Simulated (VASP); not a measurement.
# BaTiO3 (Pm-3m) in VASP: notebook

BaTiO3 is run at these levels: r2SCAN, PBE, HSE06; tasks: relaxation of cell and atoms, single point.

Everything below comes from runs of VASP 6.6.1. Logs are shortened: lines on timing, memory, paths and dates and some standing lists are left out, and cuts for length are marked.

## 1. The cell of the first run

It takes space group Pm-3m (No. 221, cubic). The conventional cell has a = 4.019 Å, b = 4.019 Å, c = 4.019 Å, α = 90.00°, β = 90.00°, γ = 90.00°. Within 3.7 Å of Ba (site symmetry m-3m) lie 12 O at 2.84 Å and 8 Ti at 3.48 Å. Ti (site symmetry m-3m) has 6 O at 2.01 Å within 2.7 Å. O (site symmetry 4/mmm) has 2 Ti at 2.01 Å within 2.7 Å.

## 2. Relaxation of cell and atoms, r2SCAN

The input, POSCAR:

```
BaTiO3
1.0
    4.0193113317      0.0000000000      0.0000000000
    0.0000000000      4.0193113317      0.0000000000
    0.0000000000      0.0000000000      4.0193113317
Ba Ti O
1 1 3
Direct
    0.0000000000      0.0000000000      0.0000000000
    0.5000000000      0.5000000000      0.5000000000
    0.5000000000      0.5000000000      0.0000000000
    0.5000000000      0.0000000000      0.5000000000
    0.0000000000      0.5000000000      0.5000000000
```

The input, INCAR.step1:

```
PREC = Accurate
ENCUT = 600
ISMEAR = -1
SIGMA = 0.02
LREAL = F
LASPH = T
NELM = 80
GGA = PE
ALGO = Normal
EDIFF = 1E-4
LWAVE = T
LCHARG = F
```

The input, INCAR.step2:

```
PREC = Accurate
ENCUT = 600
EDIFF = 1E-7
ISMEAR = -1
SIGMA = 0.02
LREAL = F
LASPH = T
NELM = 80
ALGO = Normal
ISIF = 3
LWAVE = F
LCHARG = F
METAGGA = R2SCAN
LMIXTAU = T
IBRION = 2
NSW = 80
EDIFFG = -0.005
ISTART = 1
```

The input, KPOINTS:

```
Automatic mesh
0
Gamma
  6 6 6
```

Potentials or basis: VASP PAW PBE potentials, release 64 (Ba_sv, Ti_sv, O).

On the command line:

```console
$ cat potpaw_PBE.64/Ba_sv/POTCAR potpaw_PBE.64/Ti_sv/POTCAR potpaw_PBE.64/O/POTCAR > POTCAR
$ cp INCAR.step1 INCAR
$ mpirun -np 1 vasp_std > vasp.out
$ cp INCAR.step2 INCAR
$ mpirun -np 1 vasp_std > vasp.out
```

OUTCAR:

```text
PREC = Accurate
   ENCUT = 600
   EDIFF = 1E-7
   ISMEAR = -1
   LREAL = F
   LASPH = T
   NELM = 80
   ISIF = 3
   METAGGA = R2SCAN
   IBRION = 2
   NSW = 80
   EDIFFG = -0.005
   ISTART = 1

 ion  position               nearest neighbor table
   1  0.000  0.000  0.000-   3 2.84   4 2.84   5 2.84   4 2.84   5 2.84   3 2.84   5 2.84   5 2.84
                             3 2.84   4 2.84   4 2.84   3 2.84   2 3.48   2 3.48   2 3.48   2 3.48
   2  0.500  0.500  0.500-   3 2.01   4 2.01   5 2.01   3 2.01   4 2.01   5 2.01   1 3.48   1 3.48
                             1 3.48   1 3.48   1 3.48   1 3.48   1 3.48   1 3.48
   3  0.500  0.500  0.000-   2 2.01   2 2.01   1 2.84   1 2.84   1 2.84   1 2.84
   4  0.500  0.000  0.500-   2 2.01   2 2.01   1 2.84   1 2.84   1 2.84   1 2.84
   5  0.000  0.500  0.500-   2 2.01   2 2.01   1 2.84   1 2.84   1 2.84   1 2.84

  LATTYP: Found a simple cubic cell.
 ALAT       =     4.0193113317

  Lattice vectors:

 A1 = (   4.0193113317,   0.0000000000,   0.0000000000)
 A2 = (   0.0000000000,   4.0193113317,   0.0000000000)
 A3 = (   0.0000000000,   0.0000000000,   4.0193113317)

Analysis of symmetry for initial positions (statically):
=====================================================================
 Subroutine PRICEL returns:
 Original cell was already a primitive cell.

 Routine SETGRP: Setting up the symmetry group for a
 simple cubic supercell.

 Subroutine GETGRP returns: Found 48 space group operations
 (whereof 48 operations were pure point group operations)
 out of a pool of 48 trial point group operations.

The static configuration has the point symmetry O_h .

Analysis of symmetry for dynamics (positions and initial velocities):
=====================================================================
 Subroutine PRICEL returns:
 Original cell was already a primitive cell.

 Routine SETGRP: Setting up the symmetry group for a
 simple cubic supercell.

 Subroutine GETGRP returns: Found 48 space group operations
 (whereof 48 operations were pure point group operations)
 out of a pool of 48 trial point group operations.

The dynamic configuration has the point symmetry O_h .

 Subroutine INISYM returns: Found 48 space group operations
 (whereof 48 operations are pure point group operations),
 and found     1 'primitive' translations

----------------------------------------------------------------------------------------

                                     Primitive cell

  volume of cell :      64.9314

  direct lattice vectors                    reciprocal lattice vectors
     4.019311332  0.000000000  0.000000000     0.248798841  0.000000000  0.000000000
     0.000000000  4.019311332  0.000000000     0.000000000  0.248798841  0.000000000
     0.000000000  0.000000000  4.019311332     0.000000000  0.000000000  0.248798841

  length of vectors
     4.019311332  4.019311332  4.019311332     0.248798841  0.248798841  0.248798841

  position of ions in fractional coordinates (direct lattice)
     0.000000000  0.000000000  0.000000000
     0.500000000  0.500000000  0.500000000
     0.500000000  0.500000000  0.000000000
     0.500000000  0.000000000  0.500000000
     0.000000000  0.500000000  0.500000000

  ion indices of the primitive-cell ions
   primitive index   ion index
                 1           1
                 2           2
                 3           3
                 4           4
                 5           5

----------------------------------------------------------------------------------------

 KPOINTS: Automatic mesh

Automatic generation of k-mesh.
 Grid dimensions read from file:
 generate k-points for:    6    6    6

 Generating k-lattice:

  Cartesian coordinates                     Fractional coordinates (reciprocal lattice)
     0.041466473  0.000000000  0.000000000     0.166666667  0.000000000  0.000000000
     0.000000000  0.041466473  0.000000000     0.000000000  0.166666667  0.000000000
     0.000000000  0.000000000  0.041466473     0.000000000  0.000000000  0.166666667

  Length of vectors
     0.041466473  0.041466473  0.041466473

  Shift w.r.t. Gamma in fractional coordinates (k-lattice)
     0.000000000  0.000000000  0.000000000

 Subroutine IBZKPT returns following result:
 ===========================================

 Found     20 irreducible k-points:

 Following reciprocal coordinates:
            Coordinates               Weight
  0.000000  0.000000  0.000000      1.000000
  0.166667  0.000000  0.000000      6.000000
  0.333333  0.000000  0.000000      6.000000
  0.500000  0.000000  0.000000      3.000000
  0.166667  0.166667  0.000000     12.000000
  0.333333  0.166667  0.000000     24.000000
[... 12 lines left out ...]
  0.500000  0.500000  0.333333      6.000000
  0.500000  0.500000  0.500000      1.000000
   k-points           NKPTS =     20   k-points in BZ     NKDIM =     20   number of bands    NBANDS=     24
   number of dos      NEDOS =    301   number of ions     NIONS =      5
   total plane-waves  NPLWV =  32768
   dimension x,y,z NGX =    32 NGY =   32 NGZ =   32
   dimension x,y,z NGXF=    64 NGYF=   64 NGZF=   64
   ions per type =               1   1   3
   NGX,Y,Z   is equivalent  to a cutoff of  13.24, 13.24, 13.24 a.u.
   NGXF,Y,Z  is equivalent  to a cutoff of  26.47, 26.47, 26.47 a.u.
 SYSTEM =  unknown system
   PREC   = accura    normal or accurate (medium, high low for compatibility)
   ISTART =      1    job   : 0-new  1-cont  2-samecut
   ICHARG =      0    charge: 1-file 2-atom 10-const
   ISPIN  =      1    spin polarized calculation?
   LNONCOLLINEAR =      F non collinear calculations
   LSORBIT =      F    spin-orbit coupling
   LASPH  =      T    aspherical Exc in radial PAW
   ENCUT  =  600.0 eV  44.10 Ry    6.64 a.u.   8.03  8.03  8.03*2*pi/ulx,y,z
   NELM   =     80;   NELMIN=  2; NELMDL=  0     # of ELM steps
   EDIFF  = 0.1E-06   stopping-criterion for ELM
   LREAL  =      F    real-space projection
   EDIFFG = -.5E-02   stopping-criterion for IOM
   NSW    =     80    number of steps for IOM
   IBRION =      2    ionic relax: 0-MD 1-quasi-New 2-CG
   NFREE  =      1    steps in history (QN), initial steepest desc. (CG)
   ISIF   =      3    stress and relaxation
   ISYM   =      2    0-nonsym 1-usesym 2-fastsym
   POTIM  = 0.5000    time-step for ionic-motion
[... 7 lines left out ...]
   EFERMI_NEDOS =   21; number of points for ismear=-14 and -15
   IALGO  =     38    algorithm
   IMIX   =      4    mixing-type and parameters
     AMIX     =   0.40;   BMIX     =  1.00
     AMIX_MAG =   1.60;   BMIX_MAG =  1.00
  volume/ion in A,a.u.               =      12.99        87.64
  Fermi-wavevector in a.u.,A,eV,Ry     =   1.392975  2.632340 26.400447  1.940378
  Thomas-Fermi vector in A             =   2.516665
   LORBIT       =      0    0 simple, 1 ext, 2 COOP (PROOUT), +10 PAW based schemes
   METAGGA = R2SCAN    functional components
   LHFCALC =     F    Hartree Fock is set to
   AEXX    =    0.0000 exact exchange contribution
   IVDW    =     0    specifies the selected vdW correction
   LEPSILON=     F    determine dielectric tensor
   LRPA    =     F    only Hartree local field effects (RPA)
 conjugate gradient relaxation of ions
 non-spin polarized calculation
  energy-cutoff  :      600.00
  volume of cell :       64.93
 maximum number of plane-waves:      2192
   NGX = 17   NGY = 17   NGZ = 17

--------------------------------------- Ionic step        1  -------------------------------------------

 number of electron      40.0000005 magnetization

 Free energy of the ion-electron system (eV)
  ---------------------------------------------------
  ext. energy  EPLUGINS =         0.00000000
  ---------------------------------------------------
  free energy    TOTEN  =       -74.24128059 eV

  energy without entropy =      -74.24128059  energy(sigma->0) =      -74.24128059

------------------------ aborting loop because EDIFF is reached ----------------------------------------

  FORCE on cell =-STRESS in cart. coord.  units (eV):
  Direction    XX          YY          ZZ          XY          YZ          ZX
  --------------------------------------------------------------------------------------
  -------------------------------------------------------------------------------------
  Total       -0.6239888     -0.6239888     -0.6239888      0.0000000     -0.0000000      0.0000000
  in kB      -15.3968703    -15.3968703    -15.3968703      0.0000000     -0.0000000      0.0000000
  external PRESSURE =     -15.3968703 kB  Pullay stress =       0.0000000 kB

 VOLUME and BASIS-vectors are now :
 -----------------------------------------------------------------------------
  energy-cutoff  :      600.00
  volume of cell :       64.93
      direct lattice vectors                 reciprocal lattice vectors
     4.019311332  0.000000000  0.000000000     0.248798841  0.000000000  0.000000000
     0.000000000  4.019311332  0.000000000     0.000000000  0.248798841  0.000000000
     0.000000000  0.000000000  4.019311332     0.000000000  0.000000000  0.248798841

 POSITION                                       TOTAL-FORCE (eV/Angst)
 -----------------------------------------------------------------------------------
      0.00000      0.00000      0.00000         0.000000      0.000000      0.000000
      2.00966      2.00966      2.00966         0.000000      0.000000      0.000000
      2.00966      2.00966      0.00000         0.000000      0.000000      0.000000
      2.00966      0.00000      2.00966         0.000000      0.000000      0.000000
      0.00000      2.00966      2.00966         0.000000      0.000000      0.000000
 -----------------------------------------------------------------------------------
    total drift:                                0.000000     -0.000000     -0.000000

  FREE ENERGIE OF THE ION-ELECTRON SYSTEM (eV)
  ---------------------------------------------------
  free  energy   TOTEN  =       -74.2412805909 eV
[... 26 lines left out ...]
 POSITION                                       TOTAL-FORCE (eV/Angst)
 -----------------------------------------------------------------------------------
      0.00000      0.00000      0.00000         0.000000      0.000000      0.000000
      1.99756      1.99756      1.99756        -0.000000     -0.000000      0.000000
      1.99756      1.99756      0.00000         0.000000      0.000000      0.000000
      1.99756      0.00000      1.99756         0.000000     -0.000000      0.000000
     -0.00000      1.99756      1.99756        -0.000000     -0.000000      0.000000
 -----------------------------------------------------------------------------------
    total drift:                                0.000000     -0.000000     -0.000000

  FREE ENERGIE OF THE ION-ELECTRON SYSTEM (eV)
  ---------------------------------------------------
  free  energy   TOTEN  =       -74.2410125391 eV

  energy  without entropy=      -74.2410125391  energy(sigma->0) =      -74.24101254

--------------------------------------- Ionic step        3  -------------------------------------------

 number of electron      39.9999999 magnetization

 Free energy of the ion-electron system (eV)
  ---------------------------------------------------
  ext. energy  EPLUGINS =         0.00000000
  ---------------------------------------------------
  free energy    TOTEN  =       -74.24409959 eV

  energy without entropy =      -74.24409959  energy(sigma->0) =      -74.24409959

 E-fermi :   4.0344     XC(G=0): -11.8977

 val. band max:        3.5019631276   @ k =   0.5000   0.5000   0.5000
 cond. band min:       5.6277948774   @ k =   0.0000   0.0000   0.0000
 fundamental gap:      2.1258317498
 Fermi energy:         4.0344412216

 k-point     1 :       0.0000    0.0000    0.0000
  band No.  band energies     occupation
      1     -55.3981      2.00000
      2     -30.5540      2.00000
      3     -30.5540      2.00000
      4     -30.5540      2.00000
      5     -21.9760      2.00000
      6     -14.3513      2.00000
[... 16 lines left out ...]
     23       5.6278      0.00000
     24       7.6444      0.00000

 k-point     2 :       0.1667    0.0000    0.0000
  band No.  band energies     occupation
      1     -55.3978      2.00000
      2     -30.5683      2.00000
      3     -30.5535      2.00000
      4     -30.5535      2.00000
      5     -21.9450      2.00000
      6     -14.3702      2.00000
[... 515 lines left out ...]
 VOLUME and BASIS-vectors are now :
 -----------------------------------------------------------------------------
  energy-cutoff  :      600.00
  volume of cell :       64.36
      direct lattice vectors                 reciprocal lattice vectors
     4.007389683  0.000000000  0.000000000     0.249538996 -0.000000000  0.000000000
     0.000000000  4.007389683  0.000000000    -0.000000000  0.249538996  0.000000000
    -0.000000000 -0.000000000  4.007389683    -0.000000000 -0.000000000  0.249538996

 POSITION                                       TOTAL-FORCE (eV/Angst)
 -----------------------------------------------------------------------------------
      0.00000      0.00000      0.00000         0.000000      0.000000      0.000000
      2.00369      2.00369      2.00369        -0.000000     -0.000000      0.000000
      2.00369      2.00369      0.00000         0.000000      0.000000      0.000000
      2.00369      0.00000      2.00369         0.000000     -0.000000      0.000000
     -0.00000      2.00369      2.00369        -0.000000     -0.000000      0.000000
 -----------------------------------------------------------------------------------
    total drift:                                0.000000     -0.000000     -0.000000

  FREE ENERGIE OF THE ION-ELECTRON SYSTEM (eV)
  ---------------------------------------------------
  free  energy   TOTEN  =       -74.2440995889 eV

  energy  without entropy=      -74.2440995889  energy(sigma->0) =      -74.24409959

 reached required accuracy - stopping structural energy minimisation
```

Run time: 3.6 min. Hardware: 1 thread of AMD EPYC 9R45 (Zen 5), shared host; peak memory 0.19 GiB.

Results:

```
Free energy                           : -74.2441 eV
Relaxed volume                        : 12.87 Å³/atom
Relaxed cell                          : a = 4.007 Å, b = 4.007 Å, c = 4.007 Å, α = 90.00°, β = 90.00°, γ = 90.00°
Space group after relaxing (to 0.1 Å) : Pm-3m (No. 221)
Energy gained by relaxing             : 0.6 meV/atom
Ionic steps                           : 3
Pressure after relaxing               : 0.0 GPa
Band gap on the k mesh                : 2.13 eV (least direct gap 2.29 eV)
```

The path:
| step | energy change (eV) | largest force (eV/Å) | pressure (GPa) | volume (Å³) |
| --- | --- | --- | --- | --- |
| 1 | 0.0000 | 0.0000 | -1.54 | 64.93 |
| 2 | 0.0003 | 0.0000 | 1.70 | 63.77 |
| 3 | -0.0028 | 0.0000 | 0.01 | 64.36 |

Final structure:
```yaml
crystal:
  lattice:
    - [4.00739, 0.00000, 0.00000]
    - [0.00000, 4.00739, 0.00000]
    - [0.00000, 0.00000, 4.00739]
  atoms:
    - { symbol: Ba, position: [0.00000, 0.00000, 0.00000] }
    - { symbol: Ti, position: [0.50000, 0.50000, 0.50000] }
    - { symbol: O, position: [0.50000, 0.50000, 0.00000] }
    - { symbol: O, position: [0.50000, 0.00000, 0.50000] }
    - { symbol: O, position: [0.00000, 0.50000, 0.50000] }
```

Caveat: the PAW data sets were made with another functional, which shifts forces and pressure a little; spin-orbit coupling is left out, which moves the levels of the heavy elements.

## 3. Single point, PBE, non-collinear spin, zero start, spin-orbit coupling

This run uses another cell than the first one, of 12.74 Å³/atom.

The input, INCAR:

```
ALGO = Normal
EDIFF = 1E-7
ENCUT = 520
GGA = PE
GGA_COMPAT = F
ISIF = 2
ISMEAR = 0
LASPH = T
LCHARG = F
LMAXMIX = 4
LORBIT = 11
LORBMOM = T
LREAL = F
LSORBIT = T
LWAVE = F
MAGMOM = 0 0 0 0 0 0 0 0 0 0 0 0 0 0 0
NBANDS = 55
NELM = 150
PREC = Accurate
SIGMA = 0.01
```

The input, KPOINTS:

```
k-points
0
Gamma
  6 6 6
```

POSCAR: that of step 2 with these lines changed.

```diff
@@ -2,5 +2,5 @@
 1.0
-    4.0193113317      0.0000000000      0.0000000000
-    0.0000000000      4.0193113317      0.0000000000
-    0.0000000000      0.0000000000      4.0193113317
+    3.9940965264      0.0000000000      0.0000000000
+    0.0000000000      3.9940965264      0.0000000000
+    0.0000000000      0.0000000000      3.9940965264
 Ba Ti O
```

Potentials or basis: VASP PAW PBE potentials, release 64 (Ba_sv, Ti_sv, O).

On the command line:

```console
$ cat potpaw_PBE.64/Ba_sv/POTCAR potpaw_PBE.64/Ti_sv/POTCAR potpaw_PBE.64/O/POTCAR > POTCAR
$ mpirun -np 1 vasp_ncl > vasp.out
```

Wall time 1.8 min (1 thread of AMD EPYC 9R45 (Zen 5), shared host); peak memory 0.31 GiB.

It converged, with:

* Free energy: -40.1513 eV
* Pressure: 5.0 GPa
* Net moment: 0.00 μB per cell
* Valence electrons inside the program's atomic spheres: Ba 8.00; Ti 10.19; O 5.04

Moments on the atoms (μB; x, y, z):
```
Ba  0.00 0.00 0.00
Ti  0.00 0.00 0.00
O   0.00 0.00 0.00
O   0.00 0.00 0.00
O   0.00 0.00 0.00
```

Caveat: the cell stands under pressure.

## 4. Single point, HSE06

This run uses another cell than the first one, of 12.74 Å³/atom.

POSCAR is that of step 3.

The input, INCAR.step1:

```
PREC = Accurate
ENCUT = 520
EDIFF = 1E-5
ISMEAR = 0
SIGMA = 0.01
LREAL = F
LASPH = T
NELM = 100
ALGO = Normal
ISIF = 2
LWAVE = T
LCHARG = F
NBANDS = 28
GGA = PE
```

The input, INCAR.step2:

```
PREC = Accurate
ENCUT = 520
EDIFF = 1E-7
ISMEAR = 0
SIGMA = 0.01
LREAL = F
LASPH = T
NELM = 100
ALGO = Normal
ISIF = 2
LWAVE = F
LCHARG = F
GGA = PE
LHFCALC = T
HFSCREEN = 0.2079
PRECFOCK = Fast
NBANDS = 28
ISTART = 1
```

The input, KPOINTS:

```
regular mesh
0
Gamma
  4 4 4
```

On the command line:

```console
$ cat potpaw_PBE.64/Ba_sv/POTCAR potpaw_PBE.64/Ti_sv/POTCAR potpaw_PBE.64/O/POTCAR > POTCAR
$ cp INCAR.step1 INCAR
$ mpirun -np 1 vasp_std > vasp.out
$ cp INCAR.step2 INCAR
$ mpirun -np 1 vasp_std > vasp.out
```

It took 14 min on 1 thread of Oxide Virtual Turin-like, shared host; peak memory 0.26 GiB.

It converged, with:

* Free energy: -48.3793 eV
* Pressure: -0.6 GPa
* Band gap on the k mesh: 3.14 eV (least direct gap 3.26 eV)

Levels at points of the mesh, in eV from the valence-band top:
```
           k point  band 16  band 17  band 18  band 19  band 20  band 21  band 22  band 23  band 24  band 25
(0.00, 0.00, 0.00)    -1.19    -1.19    -0.12    -0.12    -0.12     3.14     3.14     3.14     5.29     5.29
(0.50, 0.00, 0.00)    -2.02    -1.93    -1.93    -0.76    -0.76     3.32     5.08     5.08     5.30     7.54
(0.50, 0.50, 0.00)    -2.88    -1.92    -0.92    -0.92    -0.09     5.10     5.10     5.62     6.25     9.55
(0.50, 0.50, 0.50)    -2.53    -2.53     0.00     0.00     0.00     5.89     5.89     5.89     8.36     8.36
```

Caveat: the PAW data sets were made with another functional, which shifts forces and pressure a little; spin-orbit coupling is left out, which moves the levels of the heavy elements. A k mesh can miss the band edges.

## 5. Overview

| task | level | spin | cell | k mesh | cutoff (eV) | smearing | grid for exact exchange (PRECFOCK) | share of exact exchange | screening parameter | gap on the mesh (eV) | pressure (GPa) |
| --- | --- | --- | --- | --- | --- | --- | --- | --- | --- | --- | --- |
| relaxation of cell and atoms | r2SCAN | off | relaxed from a = 4.019 Å, 5 atoms | 6 × 6 × 6 | 600 | fermi-dirac 0.02 eV | - | - | - | 2.13 | 0.0 |
| single point | PBE | non-collinear, zero start, SOC | a = 3.994 Å, 5 atoms | 6 × 6 × 6 | 520 | gaussian 0.01 eV | - | - | - | - | 5.0 |
| single point | HSE06 | off | a = 3.994 Å, 5 atoms | 4 × 4 × 4 | 520 | gaussian 0.01 eV | Fast | 0.25 | 0.2079 1/Å | 3.14 | -0.6 |

Alike in all rows: potentials or basis VASP PAW PBE potentials, release 64 (Ba_sv, Ti_sv, O).

Caveats: the PAW data sets were made with another functional, which shifts forces and pressure a little (at least some runs); spin-orbit coupling is left out, which moves the levels of the heavy elements (at least some runs); the cell stands under pressure (at least some runs).

Absolute energies hang on the potentials; compare differences alone.
